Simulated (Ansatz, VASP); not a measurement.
# Ru in VASP and in Ansatz

```
CELL_PARAMETERS angstrom
2.68952 0.00000 0.00000
-1.34476 2.32920 0.00000
0.00000 0.00000 4.25192
ATOMIC_POSITIONS crystal
Ru 0.33333 0.66667 0.25000
Ru 0.66667 0.33333 0.75000
```

Alike in both runs: functional PBEsol; k mesh 18 × 18 × 10; occupations gaussian, width 0.1 eV; no spin polarisation.

Ansatz relaxed the structure, and its values are those at the end. VASP's run is a single point on that final structure, the one shown.

|  | VASP | Ansatz |
| --- | --- | --- |
| version | VASP 6.6.1 | Ansatz 0.2.0 |
| potentials or method | VASP PAW PBE potentials, release 64 (Ru_pv), cutoff 520 eV | scalar-relativistic, plane waves, PAW |
| valence electrons in the cell | 28 | 32 |

```csv
,VASP,Ansatz,Ansatz less VASP
gap on the k mesh at the Fermi level (eV),none,none,-
pressure (GPa),0.0,0.0,+0.01
```

VASP's potentials were made for PBE, not for PBEsol. A gap of «none» marks a metal or a gap that the smearing closes. VASP's potentials hold 28 valence electrons a cell and Ansatz's 32, so a difference there can come from the potentials and not from the codes.
